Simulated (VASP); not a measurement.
# Cd in VASP: a series of runs, part 2 of 2

VASP 6.6.1. The steps go on from the part before.

### 4 Single point, PBEsol (strain -0.015 along x and y, -0.030 along z)

INCAR

```
PREC = Accurate
ENCUT = 520
EDIFF = 1E-6
ISMEAR = 0
SIGMA = 0.15
LREAL = False
LASPH = True
NELM = 80
ALGO = Normal
ISIF = 2
LWAVE = False
LCHARG = False
GGA = PS
NBANDS = 12
```

KPOINTS

```
regular mesh
0
Gamma
  18 18 18
```

POSCAR

```
Cd
1.0
    0.0000000000      2.1848775037      2.1516052575
    2.1848775037      0.0000000000      2.1516052575
    2.1848775037      2.1848775037      0.0000000000
Cd
1
Direct
    0.0000000000      0.0000000000      0.0000000000
```

On the command line:

```bash
$ cat potpaw_PBE.64/Cd/POTCAR > POTCAR
$ mpirun -np 1 vasp_std > vasp.out
```

Wall time 35 s (1 thread of Intel Xeon 6975P-C (Granite Rapids), shared host); peak memory 0.23 GiB.

It converged, with:

| Item | Value |
| --- | --- |
| Free energy | -1.1859 eV |
| Pressure | 1.6 GPa |
| Band gap on the k mesh | zero (bands 6 and 7 overlap by 2.88 eV) |

Stress tensor (GPa, compression positive):
```
1.41 0.00 0.00
0.00 1.41 0.00
0.00 0.00 1.96
```

Levels at points of the mesh, in eV from the Fermi level:
| k point | band 2 | band 3 | band 4 | band 5 | band 6 | band 7 | band 8 | band 9 | band 10 | band 11 |
| --- | --- | --- | --- | --- | --- | --- | --- | --- | --- | --- |
| (0.00, 0.00, 0.00) | -9.21 | -9.21 | -9.15 | -8.69 | -8.64 | 14.16 | 15.58 | 15.58 | 15.59 | 19.04 |
| (0.50, 0.00, 0.00) | -9.21 | -9.16 | -8.25 | -8.23 | -2.55 | -1.18 | 12.94 | 13.05 | 13.50 | 16.91 |
| (0.50, 0.50, 0.00) | -9.87 | -8.26 | -8.13 | -8.13 | -0.80 | 1.89 | 6.85 | 6.85 | 11.40 | 11.50 |
| (0.50, 0.00, 0.50) | -9.86 | -8.26 | -8.15 | -8.11 | -1.01 | 1.55 | 7.09 | 7.13 | 11.63 | 11.79 |

Caveat: the cell differs from its parent crystal (strain -0.015 along x and y, -0.030 along z); the PAW data sets were made with another functional, which shifts forces and pressure a little.

### 5 Single point, PBEsol (strain -0.030 along x and y, +0.015 along z)

INCAR

```
SYSTEM = Cd
PREC = Accurate
ENCUT = 520
EDIFF = 1E-6
ISMEAR = 0
SIGMA = 0.15
LREAL = .FALSE.
LASPH = .TRUE.
NELM = 80
ALGO = Normal
ISIF = 2
LWAVE = .FALSE.
LCHARG = .FALSE.
GGA = PS
NBANDS = 12
```

KPOINTS

```
regular mesh
0
G
  18 18 18
  0 0 0
```

POSCAR

```
Cd
1.0
    0.0000000000      2.1516052575      2.2514219962
    2.1516052575      0.0000000000      2.2514219962
    2.1516052575      2.1516052575      0.0000000000
Cd
1
Direct
    0.0000000000      0.0000000000      0.0000000000
```

Potentials or basis: VASP PAW PBE potentials, release 64 (Cd).

On the command line:

```bash
$ cat potpaw_PBE.64/Cd/POTCAR > POTCAR
$ mpirun -np 1 vasp_std > vasp.out
```

OUTCAR:

```text
SYSTEM = Cd
   PREC = Accurate
   ENCUT = 520
   EDIFF = 1E-6
   ISMEAR = 0
   LREAL = .FALSE.
   LASPH = .TRUE.
   NELM = 80
   ISIF = 2
   GGA = PS

 ion  position               nearest neighbor table
   1  0.000  0.000  0.000-

  LATTYP: Found a body centered tetragonal cell.
 ALAT       =     3.0428293360
 C/A-ratio  =     1.4798214080

  Lattice vectors:

 A1 = (  -2.1516052575,   0.0000000000,   2.2514219962)
 A2 = (   2.1516052575,   0.0000000000,   2.2514219962)
 A3 = (   0.0000000000,   2.1516052575,  -2.2514219962)
[... 539 lines left out ...]

 [... further k-points ...]

------------------------ aborting loop because EDIFF is reached ----------------------------------------

  FORCE on cell =-STRESS in cart. coord.  units (eV):
  Direction    XX          YY          ZZ          XY          YZ          ZX
  --------------------------------------------------------------------------------------
  -------------------------------------------------------------------------------------
  Total        0.1942133      0.1942133     -0.0926519      0.0000000     -0.0000000      0.0000000
  in kB       14.9271706     14.9271706     -7.1211945      0.0000000     -0.0000000      0.0000000
  external PRESSURE =       7.5777156 kB  Pullay stress =       0.0000000 kB

 VOLUME and BASIS-vectors are now :
 -----------------------------------------------------------------------------
  energy-cutoff  :      520.00
  volume of cell :       20.85
      direct lattice vectors                 reciprocal lattice vectors
     0.000000000  2.151605257  2.251421996    -0.232384634  0.232384634  0.222081867
     2.151605257  0.000000000  2.251421996     0.232384634 -0.232384634  0.222081867
     2.151605257  2.151605257  0.000000000     0.232384634  0.232384634 -0.222081867

 POSITION                                       TOTAL-FORCE (eV/Angst)
 -----------------------------------------------------------------------------------
      0.00000      0.00000      0.00000         0.000000      0.000000      0.000000
 -----------------------------------------------------------------------------------
    total drift:                                0.000000      0.000000     -0.000000

  FREE ENERGIE OF THE ION-ELECTRON SYSTEM (eV)
  ---------------------------------------------------
  free  energy   TOTEN  =        -1.1843250996 eV

  energy  without entropy=       -1.1801130329  energy(sigma->0) =       -1.18221907
```

OSZICAR:

```text
N       E                     dE             d eps       ncg     rms          rms(c)
DAV:   1     0.685245893168E+02    0.68525E+02   -0.70359E+03 12528   0.100E+03
DAV:   2    -0.551781461979E-01   -0.68580E+02   -0.65347E+02 12624   0.237E+02
DAV:   3    -0.127052274840E+01   -0.12153E+01   -0.12147E+01 13672   0.352E+01
DAV:   4    -0.127196877070E+01   -0.14460E-02   -0.14460E-02 13008   0.119E+00
DAV:   5    -0.127197205254E+01   -0.32818E-05   -0.32818E-05 13760   0.572E-02    0.339E+00
DAV:   6    -0.119103561260E+01    0.80936E-01   -0.21207E-01 13428   0.599E+00    0.269E+00
DAV:   7    -0.118519237934E+01    0.58432E-02   -0.14309E-02 13556   0.127E+00    0.142E+00
DAV:   8    -0.118430933947E+01    0.88304E-03   -0.15130E-03 12264   0.539E-01    0.638E-02
DAV:   9    -0.118431940287E+01   -0.10063E-04   -0.45761E-06 13700   0.163E-02    0.170E-02
DAV:  10    -0.118432512373E+01   -0.57209E-05   -0.36629E-06 12320   0.231E-02    0.212E-03
DAV:  11    -0.118432509956E+01    0.24173E-07   -0.42841E-08  6388   0.251E-03
   1 F= -.11843251E+01 E0= -.11822191E+01  d E =-.421207E-02
```

stdout:

```text
POSCAR found type information on POSCAR Cd
 POSCAR found :  1 types and       1 ions
 scaLAPACK will be used
 -----------------------------------------------------------------------------
|                                                                             |
|                                                                             |
|     You enforced a specific xc type in the INCAR file but a different       |
|     I HOPE YOU KNOW WHAT YOU ARE DOING!                                     |
|                                                                             |
 -----------------------------------------------------------------------------

 LDA part: xc-table for (Slater+PW92), standard interpolation
 POSCAR, INCAR and KPOINTS ok, starting setup
 FFT: planning ... GRIDC
 FFT: planning ... GRID_SOFT
 FFT: planning ... GRID
 WAVECAR not read
 entering main loop
```

Wall time 30 s (1 thread of Intel Xeon 6975P-C (Granite Rapids), shared host); peak memory 0.23 GiB.

What came out:

```yaml
Free_energy: -1.1843 eV
Pressure: 0.8 GPa
Band_gap_on_the_k_mesh: zero (bands 6 and 7 overlap by 3.08 eV)
```

Stress tensor (GPa, compression positive):
```
 1.49  0.00  0.00
 0.00  1.49  0.00
 0.00  0.00 -0.71
```

Levels at points of the mesh, in eV from the Fermi level:
```tsv
k point	band 4	band 5	band 6	band 7	band 8	band 9
(0.00, 0.00, 0.00)	-9.11	-8.74	-8.58	14.11	15.42	15.42
(0.50, 0.00, 0.00)	-8.28	-8.21	-2.50	-1.22	12.08	13.51
(0.50, 0.50, 0.00)	-8.15	-8.15	-1.32	0.93	7.46	7.46
(0.50, 0.00, 0.50)	-8.19	-8.08	-0.71	1.91	6.64	6.80
```

Caveat: the cell differs from its parent crystal (strain -0.030 along x and y, +0.015 along z); the PAW data sets were made with another functional, which shifts forces and pressure a little.

### 6 Single point, PBEsol (strain -0.030 along x and y, +0.030 along z)

INCAR

```
SYSTEM = Cd
PREC = Accurate ; ENCUT = 520
EDIFF = 1E-7 ; ISMEAR = 0
SIGMA = 0.15 ; LREAL = .FALSE.
LASPH = .TRUE. ; NELM = 60
ALGO = Normal ; ISIF = 2
LWAVE = .FALSE. ; LCHARG = .FALSE.
GGA = PS ; NBANDS = 12
```

KPOINTS is that of step 5.

POSCAR

```
Cd
1.0
    0.0000000000      2.1516052575      2.2846942425
    2.1516052575      0.0000000000      2.2846942425
    2.1516052575      2.1516052575      0.0000000000
Cd
1
Direct
    0.0000000000      0.0000000000      0.0000000000
```

Potentials or basis: VASP PAW PBE potentials, release 64 (Cd).

On the command line:

```bash
$ cat potpaw_PBE.64/Cd/POTCAR > POTCAR
$ mpirun -np 1 vasp_std > vasp.out
```

OUTCAR:

```text
SYSTEM = Cd
   PREC = Accurate
   ENCUT = 520
   EDIFF = 1E-7
   ISMEAR = 0
   LREAL = .FALSE.
   LASPH = .TRUE.
   NELM = 60
   ISIF = 2
   GGA = PS

 ion  position               nearest neighbor table
   1  0.000  0.000  0.000-

  LATTYP: Found a body centered tetragonal cell.
 ALAT       =     3.0428293360
 C/A-ratio  =     1.5016906899

  Lattice vectors:

 A1 = (  -2.1516052575,   0.0000000000,   2.2846942425)
 A2 = (   2.1516052575,   0.0000000000,   2.2846942425)
 A3 = (   0.0000000000,   2.1516052575,  -2.2846942425)

Analysis of symmetry for initial positions (statically):
=====================================================================
 Subroutine PRICEL returns:
 Original cell was already a primitive cell.

 Routine SETGRP: Setting up the symmetry group for a
 body centered tetragonal supercell.

 Subroutine GETGRP returns: Found 16 space group operations
 (whereof 16 operations were pure point group operations)
 out of a pool of 16 trial point group operations.

The static configuration has the point symmetry D_4h.

Analysis of symmetry for dynamics (positions and initial velocities):
=====================================================================
 Subroutine PRICEL returns:
 Original cell was already a primitive cell.

 Routine SETGRP: Setting up the symmetry group for a
 body centered tetragonal supercell.

 Subroutine GETGRP returns: Found 16 space group operations
 (whereof 16 operations were pure point group operations)
 out of a pool of 16 trial point group operations.

The dynamic configuration has the point symmetry D_4h.

 Subroutine INISYM returns: Found 16 space group operations
 (whereof 16 operations are pure point group operations),
 and found     1 'primitive' translations

----------------------------------------------------------------------------------------

                                     Primitive cell

  volume of cell :      21.1536
[... 112 lines left out ...]
   GGA     = PS    functional components
   LHFCALC =     F    Hartree Fock is set to
   AEXX    =    0.0000 exact exchange contribution
   IVDW    =     0    specifies the selected vdW correction
   LEPSILON=     F    determine dielectric tensor
   LRPA    =     F    only Hartree local field effects (RPA)
 non-spin polarized calculation
 Gauss-broadening in eV      SIGMA  =   0.15
  energy-cutoff  :      520.00
  volume of cell :       21.15
 maximum number of plane-waves:       588
   NGX = 11   NGY = 11   NGZ = 11

 number of electron      12.0000004 magnetization

 Free energy of the ion-electron system (eV)
  ---------------------------------------------------
  ext. energy  EPLUGINS =         0.00000000
  ---------------------------------------------------
  free energy    TOTEN  =        -1.18175462 eV

  energy without entropy =       -1.17743350  energy(sigma->0) =       -1.17959406

 E-fermi :   2.8610     XC(G=0): -11.3311

 val. band max:        2.8591339100   @ k =  -0.3333   0.3333   0.1111
 cond. band min:       2.8659581949   @ k =  -0.3889   0.1111   0.5000
 fundamental gap:      0.0068242849
 Fermi energy:         2.8610301551

 k-point     1 :       0.0000    0.0000    0.0000
  band No.  band energies     occupation
      1      -6.4176      2.00000
      2      -6.1963      2.00000
      3      -6.1963      2.00000
      4      -6.1770      2.00000
      5      -5.8857      2.00000
      6      -5.6863      2.00000
      7      16.9324      0.00000
      8      18.1313      0.00000
      9      18.1313      0.00000
     10      18.1773      0.00000
     11      21.5201      0.00000
     12      21.5201      0.00000
[... 331 lines left out ...]
 k-point    24 :      -0.2222    0.0556    0.0000
  band No.  band energies     occupation
      1      -6.5163      2.00000
      2      -6.2571      2.00000
      3      -6.0630      2.00000
      4      -5.7486      2.00000
      5      -5.7257      2.00000
      6      -4.3469      2.00000
      7       9.5777      0.00000
      8      14.3190      0.00000
      9      17.8669      0.00000
     10      18.2599      0.00000
     11      20.9085      0.00000
     12      21.5372      0.00000

 [... further k-points ...]

------------------------ aborting loop because EDIFF is reached ----------------------------------------

  FORCE on cell =-STRESS in cart. coord.  units (eV):
  Direction    XX          YY          ZZ          XY          YZ          ZX
  --------------------------------------------------------------------------------------
  -------------------------------------------------------------------------------------
  Total        0.1184533      0.1184533     -0.2583844      0.0000000      0.0000000      0.0000000
  in kB        8.9716954      8.9716954    -19.5701222      0.0000000      0.0000000      0.0000000
  external PRESSURE =      -0.5422438 kB  Pullay stress =       0.0000000 kB

 VOLUME and BASIS-vectors are now :
 -----------------------------------------------------------------------------
  energy-cutoff  :      520.00
  volume of cell :       21.15
      direct lattice vectors                 reciprocal lattice vectors
     0.000000000  2.151605257  2.284694243    -0.232384634  0.232384634  0.218847665
     2.151605257  0.000000000  2.284694243     0.232384634 -0.232384634  0.218847665
     2.151605257  2.151605257  0.000000000     0.232384634  0.232384634 -0.218847665

 POSITION                                       TOTAL-FORCE (eV/Angst)
 -----------------------------------------------------------------------------------
      0.00000      0.00000      0.00000        -0.000000      0.000000      0.000000
 -----------------------------------------------------------------------------------
    total drift:                                0.000000      0.000000     -0.000000

  FREE ENERGIE OF THE ION-ELECTRON SYSTEM (eV)
  ---------------------------------------------------
  free  energy   TOTEN  =        -1.1817546233 eV

  energy  without entropy=       -1.1774335036  energy(sigma->0) =       -1.17959406
```

OSZICAR:

```text
N       E                     dE             d eps       ncg     rms          rms(c)
DAV:   1     0.699303960395E+02    0.69930E+02   -0.70060E+03 12344   0.100E+03
DAV:   2     0.151943709398E-03   -0.69930E+02   -0.66423E+02 12528   0.237E+02
DAV:   3    -0.126521038882E+01   -0.12654E+01   -0.12647E+01 13656   0.358E+01
DAV:   4    -0.126673297102E+01   -0.15226E-02   -0.15225E-02 12936   0.123E+00
DAV:   5    -0.126673637863E+01   -0.34076E-05   -0.34075E-05 13716   0.583E-02    0.326E+00
DAV:   6    -0.118816714254E+01    0.78569E-01   -0.20630E-01 13480   0.588E+00    0.260E+00
DAV:   7    -0.118257581923E+01    0.55913E-02   -0.13919E-02 13444   0.124E+00    0.139E+00
DAV:   8    -0.118173838780E+01    0.83743E-03   -0.14893E-03 12360   0.534E-01    0.625E-02
DAV:   9    -0.118174904929E+01   -0.10661E-04   -0.46624E-06 13636   0.166E-02    0.165E-02
DAV:  10    -0.118175464512E+01   -0.55958E-05   -0.36411E-06 12328   0.231E-02    0.207E-03
DAV:  11    -0.118175462333E+01    0.21791E-07   -0.38150E-08  8136   0.235E-03
   1 F= -.11817546E+01 E0= -.11795941E+01  d E =-.432112E-02
```

stdout:

```text
POSCAR found type information on POSCAR Cd
 POSCAR found :  1 types and       1 ions
 scaLAPACK will be used
 -----------------------------------------------------------------------------
|                                                                             |
|                                                                             |
|     You enforced a specific xc type in the INCAR file but a different       |
|     I HOPE YOU KNOW WHAT YOU ARE DOING!                                     |
|                                                                             |
 -----------------------------------------------------------------------------

 LDA part: xc-table for (Slater+PW92), standard interpolation
 POSCAR, INCAR and KPOINTS ok, starting setup
 FFT: planning ... GRIDC
 FFT: planning ... GRID_SOFT
 FFT: planning ... GRID
 WAVECAR not read
 entering main loop
```

Wall time 32 s (1 thread of Intel Xeon 6975P-C (Granite Rapids), shared host); peak memory 0.23 GiB.

Results:

| Property | Result |
| --- | --- |
| Free energy | -1.1818 eV |
| Pressure | -0.1 GPa |
| Band gap on the k mesh | zero (bands 6 and 7 overlap by 3.19 eV) |

Levels at points of the mesh, in eV from the Fermi level:
| k point | band 2 | band 3 | band 4 | band 5 | band 6 | band 7 | band 8 | band 9 | band 10 | band 11 |
| --- | --- | --- | --- | --- | --- | --- | --- | --- | --- | --- |
| (0.00, 0.00, 0.00) | -9.06 | -9.06 | -9.04 | -8.75 | -8.55 | 14.07 | 15.27 | 15.27 | 15.32 | 18.66 |
| (0.50, 0.00, 0.00) | -9.22 | -9.04 | -8.28 | -8.20 | -2.45 | -1.25 | 11.68 | 13.54 | 13.61 | 15.92 |
| (0.50, 0.50, 0.00) | -9.76 | -8.26 | -8.15 | -8.15 | -1.40 | 0.66 | 7.56 | 7.56 | 11.91 | 12.12 |
| (0.50, 0.00, 0.50) | -9.77 | -8.27 | -8.21 | -8.06 | -0.62 | 1.95 | 6.48 | 6.70 | 11.04 | 11.06 |

Caveat: the cell differs from its parent crystal (strain -0.030 along x and y, +0.030 along z); the PAW data sets were made with another functional, which shifts forces and pressure a little.

### 7 The runs side by side

| cell | gap on the mesh (eV) | pressure (GPa) |
| --- | --- | --- |
| a = 3.043 Å, angles 60.0°, 1 atom | none | 3.8 |
| a = 3.066, b = 3.066, c = 3.043 Å, angles 60.3, 60.3, 59.5°, 1 atom | none | 2.7 |
| a = 3.066, b = 3.066, c = 3.090 Å, angles 59.7, 59.7, 60.5°, 1 atom | none | 1.6 |
| a = 3.114, b = 3.114, c = 3.043 Å, angles 60.8, 60.8, 58.5°, 1 atom | none | 0.8 |
| a = 3.138, b = 3.138, c = 3.043 Å, angles 61.0, 61.0, 58.0°, 1 atom | none | -0.1 |

Alike in all rows: task single point; level PBEsol; potentials or basis VASP PAW PBE potentials, release 64 (Cd); no spin polarisation; k mesh 18 × 18 × 18; cutoff (eV) 520; smearing gaussian 0.15 eV.

Caveats: the PAW data sets were made with another functional, which shifts forces and pressure a little; the cell stands under pressure (at least some runs).

Absolute energies hang on the potentials; compare differences alone.
